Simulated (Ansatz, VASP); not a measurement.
## Two plane-wave programs on Pt

```
Pt
1.0
     3.03439    0.00000    0.00000
    -1.51720    2.62786    0.00000
     0.00000    0.00000    4.78138
Pt
2
Direct
  0.66667 0.33333 0.75000
  0.33333 0.66667 0.25000
```

Change from the starting cell: normal strain along x +0.1000, normal strain along y +0.1000.

Alike in both runs: task single point; functional PBE; k mesh 18 × 18 × 10; occupations gaussian, width 0.15 eV; no spin polarisation.

|  | VASP | Ansatz |
| --- | --- | --- |
| version | VASP 6.6.1 | Ansatz 0.2.0 |
| potentials or method | VASP PAW PBE potentials, release 64 (Pt), cutoff 520 eV | scalar-relativistic, plane waves, PAW |
| valence electrons in the cell | 20 | 36 |

Ansatz gave:

- gap on the k mesh at the Fermi level (eV): none
- pressure (GPa): -26.8
- traceless stress, the component that is largest in VASP (GPa): 2.06

Question: What did VASP give for the same quantities?

Answer: gap on the k mesh at the Fermi level (eV): none; pressure (GPa): -27.0; traceless stress, the component that is largest in VASP (GPa): 2.05.

A gap of «none» marks a metal or a gap that the smearing closes. With one functional, cell and mesh, what is left measures potentials, basis and numerics. VASP's potentials hold 20 valence electrons a cell and Ansatz's 36, so a difference there can come from the potentials and not from the codes.

Neither program's run includes spin-orbit coupling.
